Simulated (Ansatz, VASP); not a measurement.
AlN in VASP and in Ansatz

```
CELL_PARAMETERS angstrom
0.00000 2.17308 2.17308
2.17308 0.00000 2.17308
2.17308 2.17308 0.00000
ATOMIC_POSITIONS crystal
Al 0.00000 0.00000 0.00000
N 0.25000 0.25000 0.25000
```

Change from the starting cell: hydrostatic strain -0.5%.

Alike in both runs: task single point; functional PBE; k mesh 10 × 10 × 10; occupations fermi-dirac, width 0.02 eV; no spin polarisation.

```csv
,VASP,Ansatz
version,VASP 6.6.1,Ansatz 0.2.0
potentials or method,"VASP PAW PBE potentials, release 64 (Al, N)","plane waves, PAW"
plane-wave cutoff (eV),520,420
valence electrons in the cell,8,8
```

```csv
,VASP,Ansatz,Ansatz less VASP
gap on the k mesh at the Fermi level (eV),3.33,3.33,+0.009
pressure (GPa),7.9,8.1,+0.27
```

The functional is the same, so the differences come from potentials, cutoffs and numerics.
